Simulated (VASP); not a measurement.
TiHg, 2 atoms in the cell. It takes space group P4/mmm (No. 123, tetragonal). The conventional cell has a = 2.920 Å, b = 2.920 Å, c = 4.037 Å, α = 90.00°, β = 90.00°, γ = 90.00°. Ti (site symmetry 4/mmm) has 8 Hg at 2.89 Å and 4 Ti at 2.92 Å within 3.8 Å. Hg (site symmetry 4/mmm) has 8 Ti at 2.89 Å and 4 Hg at 2.92 Å within 3.8 Å. 

| Quantity | Value |
| --- | --- |
| Program | VASP 6.6.1 |
| Task | single point |
| Functional | r2SCAN |
| Potentials or basis | VASP PAW PBE potentials, release 64 (Ti_sv, Hg) |
| Cutoff | 520 eV |
| k mesh | 14 × 14 × 10 |
| Occupations | gaussian, width 0.1 eV |
| Spin | no spin polarisation |
| Dipole correction | no |
| Further INCAR settings | ALGO = Normal; EDIFF = 1e-06; NBANDS = 19 |

Potentials or basis: VASP PAW PBE potentials, release 64 (Ti_sv, Hg).

Command:

```sh
$ cat potpaw_PBE.64/Ti_sv/POTCAR potpaw_PBE.64/Hg/POTCAR > POTCAR
$ cp INCAR.step1 INCAR
$ mpirun -np 1 vasp_std > vasp.out
$ cp INCAR.step2 INCAR
$ mpirun -np 1 vasp_std > vasp.out
```

Hardware: 1 thread of Intel(R) Xeon(R) 6975P-C (Granite Rapids), on a shared host.

Problem. How long does it take, and how much memory?

Solution. Run time: 2.7 min on 1 thread of Intel(R) Xeon(R) 6975P-C (Granite Rapids), on a shared host, peak memory 0.27 GiB. Counts: k points 216.
